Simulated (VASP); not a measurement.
# Ba3Ti4O12 (a cell with a defect) in VASP: relaxation of the atoms with PBE

Aim: the relaxation of the atoms of Ba3Ti4O12 (a cell with a defect) with PBE.

All numbers are computed with VASP 6.6.1; they aren't measurements. Logs are shortened: lines on timing, memory, paths and dates and some standing lists are left out, and cuts for length are marked.

### Step 1. The cell of the first run

The cell holds a defect, 19 atoms: a = 6.939 Å, b = 6.939 Å, c = 6.939 Å, α = 109.47°, β = 109.47°, γ = 109.47°.

### Step 2. Relaxation of the atoms, PBE (atoms taken out)

INCAR

```
SYSTEM = Ba3Ti4O12
PREC = Accurate
ENCUT = 520
EDIFF = 1E-6
ISMEAR = -1
SIGMA = 0.01
LREAL = Auto
LASPH = .True.
NELM = 60
ALGO = Normal
ISIF = 2
LWAVE = .False.
LCHARG = .False.
GGA = PE
IBRION = 2
NSW = 60
EDIFFG = -0.03
NELECT = 152.0
```

KPOINTS

```
Automatic mesh
0
Gamma
  3 3 3
  0 0 0
```

POSCAR

```
Ba3Ti4O12
1.0
   -4.0060000000      4.0060000000      4.0060000000
    4.0060000000     -4.0060000000      4.0060000000
    4.0060000000      4.0060000000     -4.0060000000
Ba Ti O
3 4 12
Direct
    0.0000000000      0.0000000000      0.5000000000
    0.0000000000      0.5000000000      0.0000000000
    0.5000000000      0.0000000000      0.0000000000
    0.0000000000      0.0000000000      0.0000000000
    0.5000000000      0.5000000000      0.0000000000
    0.5000000000      0.0000000000      0.5000000000
    0.0000000000      0.5000000000      0.5000000000
    0.0000000000      0.2500000000      0.2500000000
    0.5000000000      0.7500000000      0.2500000000
    0.5000000000      0.2500000000      0.7500000000
    0.0000000000      0.7500000000      0.7500000000
    0.2500000000      0.0000000000      0.2500000000
    0.7500000000      0.5000000000      0.2500000000
    0.7500000000      0.0000000000      0.7500000000
    0.2500000000      0.5000000000      0.7500000000
    0.2500000000      0.2500000000      0.0000000000
    0.7500000000      0.7500000000      0.0000000000
    0.7500000000      0.2500000000      0.5000000000
    0.2500000000      0.7500000000      0.5000000000
```

Potentials or basis: VASP PAW PBE potentials, release 64 (Ba_sv, Ti_sv, O).

Run with:

```
$ cat potpaw_PBE.64/Ba_sv/POTCAR potpaw_PBE.64/Ti_sv/POTCAR potpaw_PBE.64/O/POTCAR > POTCAR
$ mpirun -np 1 vasp_std > vasp.out
```

OUTCAR:

```text
SYSTEM = Ba3Ti4O12
   PREC = Accurate
   ENCUT = 520
   EDIFF = 1E-6
   ISMEAR = -1
   LREAL = Auto
   LASPH = .True.
   NELM = 60
   ISIF = 2
   GGA = PE
   IBRION = 2
   NSW = 60
   EDIFFG = -0.03
   NELECT = 152.0

 ion  position               nearest neighbor table
   1  0.000  0.000  0.500-   8 2.83  10 2.83  11 2.83  12 2.83  14 2.83  15 2.83  16 2.83  18 2.83
                            19 2.83  17 2.83  13 2.83   9 2.83   4 3.47   4 3.47   5 3.47   7 3.47
   2  0.000  0.500  0.000-   8 2.83   9 2.83  11 2.83  12 2.83  13 2.83  15 2.83  16 2.83  17 2.83
                            19 2.83  18 2.83  14 2.83  10 2.83   4 3.47   7 3.47   5 3.47   4 3.47
   3  0.500  0.000  0.000-   8 2.83   9 2.83  10 2.83  12 2.83  13 2.83  14 2.83  16 2.83  17 2.83
                            18 2.83  19 2.83  15 2.83  11 2.83   4 3.47   6 3.47   5 3.47   5 3.47
   4  0.000  0.000  0.000-   8 2.00  11 2.00  12 2.00  14 2.00  16 2.00  17 2.00   1 3.47   2 3.47
                             3 3.47   1 3.47   2 3.47   3 3.47
   5  0.500  0.500  0.000-   9 2.00  10 2.00  13 2.00  15 2.00  16 2.00  17 2.00   1 3.47   2 3.47
                             3 3.47   3 3.47   2 3.47   1 3.47
   6  0.500  0.000  0.500-   9 2.00  10 2.00  12 2.00  14 2.00  18 2.00  19 2.00   1 3.47   2 3.47
                             3 3.47   3 3.47   1 3.47   2 3.47
   7  0.000  0.500  0.500-   8 2.00  11 2.00  13 2.00  15 2.00  18 2.00  19 2.00   1 3.47   2 3.47
                             3 3.47   2 3.47   1 3.47   3 3.47
   8  0.000  0.250  0.250-   4 2.00   7 2.00   1 2.83   2 2.83   3 2.83
   9  0.500  0.750  0.250-   5 2.00   6 2.00   1 2.83   3 2.83   2 2.83
  10  0.500  0.250  0.750-   5 2.00   6 2.00   2 2.83   3 2.83   1 2.83
  11  0.000  0.750  0.750-   4 2.00   7 2.00   3 2.83   1 2.83   2 2.83
  12  0.250  0.000  0.250-   4 2.00   6 2.00   1 2.83   3 2.83   2 2.83
  13  0.750  0.500  0.250-   5 2.00   7 2.00   1 2.83   2 2.83   3 2.83
  14  0.750  0.000  0.750-   4 2.00   6 2.00   3 2.83   1 2.83   2 2.83
  15  0.250  0.500  0.750-   5 2.00   7 2.00   2 2.83   3 2.83   1 2.83
  16  0.250  0.250  0.000-   4 2.00   5 2.00   2 2.83   3 2.83   1 2.83
  17  0.750  0.750  0.000-   4 2.00   5 2.00   3 2.83   1 2.83   2 2.83
  18  0.750  0.250  0.500-   6 2.00   7 2.00   1 2.83   2 2.83   3 2.83
  19  0.250  0.750  0.500-   6 2.00   7 2.00   1 2.83   3 2.83   2 2.83

  LATTYP: Found a body centered cubic cell.
 ALAT       =     8.0120000000

  Lattice vectors:

 A1 = (  -4.0060000000,   4.0060000000,   4.0060000000)
 A2 = (   4.0060000000,  -4.0060000000,   4.0060000000)
 A3 = (   4.0060000000,   4.0060000000,  -4.0060000000)

Analysis of symmetry for initial positions (statically):
=====================================================================
 Subroutine PRICEL returns:
 Original cell was already a primitive cell.

 Routine SETGRP: Setting up the symmetry group for a
 body centered cubic supercell.

 Subroutine GETGRP returns: Found 48 space group operations
 (whereof 12 operations were pure point group operations)
 out of a pool of 48 trial point group operations.

The static configuration has the point symmetry D_3d.
 The point group associated with its full space group is O_h .

Analysis of symmetry for dynamics (positions and initial velocities):
=====================================================================
 Subroutine PRICEL returns:
 Original cell was already a primitive cell.

 Routine SETGRP: Setting up the symmetry group for a
 body centered cubic supercell.

 Subroutine GETGRP returns: Found 48 space group operations
 (whereof 12 operations were pure point group operations)
 out of a pool of 48 trial point group operations.

The dynamic configuration has the point symmetry D_3d.
 The point group associated with its full space group is O_h .

 Subroutine INISYM returns: Found 48 space group operations
 (whereof 12 operations are pure point group operations),
 and found     1 'primitive' translations

----------------------------------------------------------------------------------------

                                     Primitive cell

  volume of cell :     257.1537

  direct lattice vectors                    reciprocal lattice vectors
    -4.006000000  4.006000000  4.006000000     0.000000000  0.124812781  0.124812781
     4.006000000 -4.006000000  4.006000000     0.124812781  0.000000000  0.124812781
     4.006000000  4.006000000 -4.006000000     0.124812781  0.124812781  0.000000000

  length of vectors
     6.938595535  6.938595535  6.938595535     0.176511927  0.176511927  0.176511927
[... 45 lines left out ...]

 KPOINTS: Automatic mesh

Automatic generation of k-mesh.
 Grid dimensions read from file:
 generate k-points for:    3    3    3

 Generating k-lattice:

  Cartesian coordinates                     Fractional coordinates (reciprocal lattice)
     0.000000000  0.041604260  0.041604260     0.333333333  0.000000000  0.000000000
     0.041604260  0.000000000  0.041604260     0.000000000  0.333333333  0.000000000
     0.041604260  0.041604260  0.000000000     0.000000000  0.000000000  0.333333333

  Length of vectors
     0.058837309  0.058837309  0.058837309

  Shift w.r.t. Gamma in fractional coordinates (k-lattice)
     0.000000000  0.000000000  0.000000000

 Subroutine IBZKPT returns following result:
 ===========================================

 Found      4 irreducible k-points:

 Following reciprocal coordinates:
            Coordinates               Weight
  0.000000  0.000000  0.000000      1.000000
  0.333333  0.000000  0.000000     12.000000
  0.333333  0.333333  0.000000      8.000000
 -0.333333  0.333333  0.333333      6.000000
   k-points           NKPTS =      4   k-points in BZ     NKDIM =      4   number of bands    NBANDS=     91
   number of dos      NEDOS =    301   number of ions     NIONS =     19
   total plane-waves  NPLWV = 157464
   dimension x,y,z NGX =    54 NGY =   54 NGZ =   54
   dimension x,y,z NGXF=   108 NGYF=  108 NGZF=  108
   ions per type =               3   4  12
   NGX,Y,Z   is equivalent  to a cutoff of  12.94, 12.94, 12.94 a.u.
   NGXF,Y,Z  is equivalent  to a cutoff of  25.88, 25.88, 25.88 a.u.
 SYSTEM =  Ba3Ti4O12
   PREC   = accura    normal or accurate (medium, high low for compatibility)
   ISTART =      0    job   : 0-new  1-cont  2-samecut
   ICHARG =      2    charge: 1-file 2-atom 10-const
   ISPIN  =      1    spin polarized calculation?
   LNONCOLLINEAR =      F non collinear calculations
   LSORBIT =      F    spin-orbit coupling
   LASPH  =      T    aspherical Exc in radial PAW
   ENCUT  =  520.0 eV  38.22 Ry    6.18 a.u.  12.90 12.90 12.90*2*pi/ulx,y,z
   NELM   =     60;   NELMIN=  2; NELMDL= -5     # of ELM steps
   EDIFF  = 0.1E-05   stopping-criterion for ELM
   LREAL  =      T    real-space projection
   EDIFFG = -.3E-01   stopping-criterion for IOM
   NSW    =     60    number of steps for IOM
   IBRION =      2    ionic relax: 0-MD 1-quasi-New 2-CG
   NFREE  =      1    steps in history (QN), initial steepest desc. (CG)
   ISIF   =      2    stress and relaxation
   ISYM   =      2    0-nonsym 1-usesym 2-fastsym
   POTIM  = 0.5000    time-step for ionic-motion
   TEBEG  =    0.0;   TEEND  =   0.0 temperature during run
   PSTRESS=    0.0 pullay stress
   NELECT =     152.0000    total number of electrons
   NUPDOWN=      -1.0000    fix difference up-down
   EMIN   =  10.00;   EMAX   =-10.00  energy-range for DOS
   EFERMI =   0.00;   METHOD = LEGACY
   ISMEAR =    -1;   SIGMA  =   0.01  broadening in eV -4-tet -1-fermi 0-gaus
   EFERMI_NEDOS =   21; number of points for ismear=-14 and -15
   IALGO  =     38    algorithm
   IMIX   =      4    mixing-type and parameters
     AMIX     =   0.40;   BMIX     =  1.00
     AMIX_MAG =   1.60;   BMIX_MAG =  1.00
  volume/ion in A,a.u.               =      13.53        91.33
  Fermi-wavevector in a.u.,A,eV,Ry     =   1.373910  2.596314 25.682763  1.887630
  Thomas-Fermi vector in A             =   2.499385
   LORBIT       =      0    0 simple, 1 ext, 2 COOP (PROOUT), +10 PAW based schemes
   GGA     = PE    functional components
   LHFCALC =     F    Hartree Fock is set to
   AEXX    =    0.0000 exact exchange contribution
   IVDW    =     0    specifies the selected vdW correction
   LEPSILON=     F    determine dielectric tensor
   LRPA    =     F    only Hartree local field effects (RPA)
 conjugate gradient relaxation of ions
 non-spin polarized calculation
  energy-cutoff  :      520.00
  volume of cell :      257.15
 maximum number of plane-waves:      6939
 NGX is ok and might be reduce to    54
   NGX = 25   NGY = 25   NGZ = 25

--------------------------------------- Ionic step        1  -------------------------------------------

 number of electron     151.9999898 magnetization

 Free energy of the ion-electron system (eV)
  ---------------------------------------------------
  ext. energy  EPLUGINS =         0.00000000
  ---------------------------------------------------
  free energy    TOTEN  =      -143.86670509 eV

  energy without entropy =     -143.86670509  energy(sigma->0) =     -143.86670509

------------------------ aborting loop because EDIFF is reached ----------------------------------------

  FORCE on cell =-STRESS in cart. coord.  units (eV):
  Direction    XX          YY          ZZ          XY          YZ          ZX
  --------------------------------------------------------------------------------------
  -------------------------------------------------------------------------------------
  Total       13.7006776     13.7006776     13.7006776     -0.0000000      0.0000000      0.0000000
  in kB       85.3610607     85.3610607     85.3610607     -0.0000000      0.0000000      0.0000000
  external PRESSURE =      85.3610607 kB  Pullay stress =       0.0000000 kB
[... 93 lines left out ...]
--------------------------------------- Ionic step        3  -------------------------------------------

 number of electron     152.0000007 magnetization

 Free energy of the ion-electron system (eV)
  ---------------------------------------------------
  ext. energy  EPLUGINS =         0.00000000
  ---------------------------------------------------
  free energy    TOTEN  =      -144.00951847 eV

  energy without entropy =     -144.00951847  energy(sigma->0) =     -144.00951847

 E-fermi :   3.3223     XC(G=0): -10.6762

 val. band max:        3.0097957451   @ k =  -0.3333   0.3333   0.3333
 cond. band min:       4.7224433713   @ k =   0.0000   0.0000   0.0000
 fundamental gap:      1.7126476262
 Fermi energy:         3.3223274142

 k-point     1 :       0.0000    0.0000    0.0000
  band No.  band energies     occupation
      1     -53.7612      2.00000
      2     -53.7593      2.00000
      3     -53.7593      2.00000
      4     -53.7593      2.00000
      5     -30.0279      2.00000
      6     -30.0279      2.00000
[... 353 lines left out ...]
     87       6.8401      0.00000
     88       6.8401      0.00000
 [bands above 88 left out]

------------------------ aborting loop because EDIFF is reached ----------------------------------------

  FORCE on cell =-STRESS in cart. coord.  units (eV):
  Direction    XX          YY          ZZ          XY          YZ          ZX
  --------------------------------------------------------------------------------------
  -------------------------------------------------------------------------------------
  Total       14.6023455     14.6023455     14.6023455     -0.0000000     -0.0000000      0.0000000
  in kB       90.9788361     90.9788361     90.9788361     -0.0000000     -0.0000000      0.0000000
  external PRESSURE =      90.9788361 kB  Pullay stress =       0.0000000 kB
[... 34 lines left out ...]
  FREE ENERGIE OF THE ION-ELECTRON SYSTEM (eV)
  ---------------------------------------------------
  free  energy   TOTEN  =      -144.0095184731 eV

  energy  without entropy=     -144.0095184731  energy(sigma->0) =     -144.00951847

 reached required accuracy - stopping structural energy minimisation
```

It took 5.7 min on 1 thread of Intel Xeon Platinum 8559C (Emerald Rapids), shared host; peak memory 0.46 GiB.

Results:

| Quantity | Value |
| --- | --- |
| Free energy | -144.0095 eV |
| Energy gained by relaxing | 7.5 meV/atom |
| Ionic steps | 3 |
| Largest force after relaxing | 0.006 eV/Å |

Forces in eV/Å, atoms in the order of the input:
```
Ba   0.000  0.000  0.000
Ba   0.000  0.000  0.000
Ba   0.000  0.000  0.000
Ti   0.000  0.000  0.000
Ti   0.000  0.000  0.000
Ti   0.000  0.000  0.000
Ti   0.000  0.000  0.000
O    0.000 -0.005 -0.005
O    0.000 -0.005  0.005
O    0.000  0.005 -0.005
O    0.000  0.005  0.005
O   -0.005  0.000 -0.005
O   -0.005  0.000  0.005
O    0.005  0.000  0.005
O    0.005  0.000 -0.005
O   -0.005 -0.005  0.000
O    0.005  0.005  0.000
O   -0.005  0.005  0.000
O    0.005 -0.005  0.000
```

Step by step:
| step | energy change (eV) | largest force (eV/Å) | pressure (GPa) |
| --- | --- | --- | --- |
| 1 | 0.0000 | 0.5173 | 8.54 |
| 2 | -0.1133 | 0.2367 | 8.80 |
| 3 | -0.1428 | 0.0065 | 9.10 |

Final structure:
```yaml
crystal:
  lattice:
    - [-4.00600, 4.00600, 4.00600]
    - [4.00600, -4.00600, 4.00600]
    - [4.00600, 4.00600, -4.00600]
  atoms:
    - { symbol: Ba, position: [0.00000, 0.00000, 0.50000] }
    - { symbol: Ba, position: [0.00000, 0.50000, 0.00000] }
    - { symbol: Ba, position: [0.50000, 0.00000, 0.00000] }
    - { symbol: Ti, position: [0.00000, 0.00000, 0.00000] }
    - { symbol: Ti, position: [0.50000, 0.50000, 0.00000] }
    - { symbol: Ti, position: [0.50000, 0.00000, 0.50000] }
    - { symbol: Ti, position: [0.00000, 0.50000, 0.50000] }
    - { symbol: O, position: [0.99204, 0.24602, 0.24602] }
    - { symbol: O, position: [0.50000, 0.75398, 0.24602] }
    - { symbol: O, position: [0.50000, 0.24602, 0.75398] }
    - { symbol: O, position: [0.00796, 0.75398, 0.75398] }
    - { symbol: O, position: [0.24602, 0.99204, 0.24602] }
    - { symbol: O, position: [0.75398, 0.50000, 0.24602] }
    - { symbol: O, position: [0.75398, 0.00796, 0.75398] }
    - { symbol: O, position: [0.24602, 0.50000, 0.75398] }
    - { symbol: O, position: [0.24602, 0.24602, 0.99204] }
    - { symbol: O, position: [0.75398, 0.75398, 0.00796] }
    - { symbol: O, position: [0.75398, 0.24602, 0.50000] }
    - { symbol: O, position: [0.24602, 0.75398, 0.50000] }
```

Levels at points of the mesh, in eV from the Fermi level:
```tsv
k point	band 74	band 75	band 76	band 77	band 78	band 79
(0.00, 0.00, 0.00)	-0.50	-0.32	-0.32	1.40	1.40	1.40
```

Caveat: the cell carries a net charge on a neutralising background, which shifts energy and pressure; the cell differs from its parent crystal (atoms taken out); the cell is charged against a uniform background, so pressure and absolute levels hang on convention; spin-orbit coupling is left out, which moves the levels of the heavy elements.
